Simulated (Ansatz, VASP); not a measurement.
**One calculation of Si2Cl, two programs**

```
Si Cl
1.0
     3.44701    0.00000    0.00000
    -1.72350    2.98520    0.00000
     0.00000    0.00000    7.35744
Si Cl
2 1
Direct
  0.33333 0.66667 0.92824
  0.66667 0.33333 0.73867
  0.33333 0.66667 0.20809
```

Change from the starting cell: ordered vacancies on the anion sites of wurtzite (P3m1, No. 156).

Alike in both runs: functional PBE; k mesh 18 × 18 × 6; occupations gaussian, width 0.1 eV; no spin polarisation.

Ansatz relaxed the structure, and its values are those at the end. VASP's run is a single point on that final structure, the one shown.

|  | VASP | Ansatz |
| --- | --- | --- |
| version | VASP 6.6.1 | Ansatz 0.2.0 |
| potentials or method | VASP PAW PBE potentials, release 64 (Si, Cl), cutoff 520 eV | scalar-relativistic, plane waves, PAW |
| valence electrons in the cell | 15 | 15 |

```csv
,VASP,Ansatz,Ansatz less VASP
gap on the k mesh at the Fermi level (eV),none,none,-
pressure (GPa),-0.1,0.0,+0.13
rms of the force components (eV/Å),0.025,0.001,-0.0232
```

A gap of «none» marks a metal or a gap that the smearing closes.
